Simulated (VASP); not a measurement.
Set up this calculation in VASP 6.6.1, as the native input.

```yaml
Task: single point
Functional: PBEsol
Potentials_or_basis: VASP PAW PBE potentials, release 64 (Zr_sv, Si)
Cutoff: 520 eV
k_mesh: 6 × 6 × 12
Occupations: gaussian, width 0.15 eV
Spin: no spin polarisation
Dipole_correction: no
Further_INCAR_settings: ALGO = Fast; EDIFF = 1e-06; NBANDS = 55
```

The structure of Zr3Si2 lies in POSCAR:

```
Zr3Si2
1.0
    7.6308240533      0.0000000000      0.0000000000
    0.0000000000      7.6308240533      0.0000000000
    0.0000000000      0.0000000000      3.3529314712
Zr Si
6 4
Direct
    0.1744786434      0.6744786434      0.5000000000
    0.8255213566      0.3255213566      0.5000000000
    0.3255213566      0.1744786434      0.5000000000
    0.6744786434      0.8255213566      0.5000000000
    0.0000000000      0.0000000000      0.0000000000
    0.5000000000      0.5000000000      0.0000000000
    0.6223900186      0.1223900186      0.0000000000
    0.3776099814      0.8776099814      0.0000000000
    0.8776099814      0.6223900186      0.0000000000
    0.1223900186      0.3776099814      0.0000000000
```

This cell differs from its parent crystal: strain +0.080 along x and y, -0.080 along z.

These files were run (other wordings do the same):

INCAR

```
  PREC = Accurate
  ENCUT = 520
  EDIFF = 1E-6
  ISMEAR = 0
  SIGMA = 0.15
  LREAL = False
  LASPH = True
  NELM = 80
  ALGO = Fast
  ISIF = 2
  LWAVE = False
  LCHARG = True
  GGA = PS
  LELF = True
  LVHAR = True
  NBANDS = 55
```

KPOINTS

```
regular mesh
0
Gamma
  6 6 12
```

Potentials or basis: VASP PAW PBE potentials, release 64 (Zr_sv, Si).

Run with:

```bash
$ cat potpaw_PBE.64/Zr_sv/POTCAR potpaw_PBE.64/Si/POTCAR > POTCAR
$ mpirun -np 1 vasp_std > vasp.out
```

Results of the run:

```yaml
Pressure: -8.8 GPa
Largest_force: 0.172 eV/Å
Band_gap_on_the_k_mesh: zero (bands 44 and 45 overlap by 1.47 eV)
```

Caveat: the cell differs from its parent crystal (strain +0.080 along x and y, -0.080 along z); the stress differs along the axes, from -15 to 3 GPa; the PAW data sets were made with another functional, which shifts forces and pressure a little.

Wall time 14 min on 1 thread of Intel(R) Xeon(R) 6975P-C (Granite Rapids) (shared host), peak memory 0.67 GiB.
